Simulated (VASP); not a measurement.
Input of a VASP 6.6.1 run:

INCAR

```
  PREC = Accurate
  ENCUT = 600
  EDIFF = 1E-6
  ISMEAR = -1
  SIGMA = 0.05
  LREAL = F
  LASPH = T
  NELM = 80
  ALGO = Normal
  ISIF = 3
  LWAVE = F
  LCHARG = F
  GGA = RE
  IBRION = 2
  NSW = 60
  EDIFFG = -0.01
```

File KPOINTS:

```
Automatic mesh
0
Gamma
  8 8 8
```

The input POSCAR:

```
InP
1.0
    0.0000000000      2.7688340000      2.7688340000
    2.7688340000      0.0000000000      2.7688340000
    2.7688340000      2.7688340000      0.0000000000
In P
1 1
Direct
    0.0000000000      0.0000000000      0.0000000000
    0.5000000000      0.5000000000      0.5000000000
```

Potentials or basis: VASP PAW PBE potentials, release 64 (In_d, P).

Command:

```bash
$ cat potpaw_PBE.64/In_d/POTCAR potpaw_PBE.64/P/POTCAR > POTCAR
$ mpirun -np 1 vasp_std > vasp.out
```

Problem. What does it give for the relaxed volume?

Solution. 21.61 Å³/atom.

Problem. Estimate the space group after relaxing (to 0.05 Å).

Solution. Fm-3m (No. 225).

Step by step:
```
step  energy change (eV)  largest force (eV/Å)  pressure (GPa)  volume (Å³)
   1              0.0000                0.0000            1.29        42.45
   2             -0.0026                0.0000           -0.48        43.51
   3             -0.0030                0.0000            0.01        43.21
```

Caveat: the PAW data sets were made with another functional, which shifts forces and pressure a little.
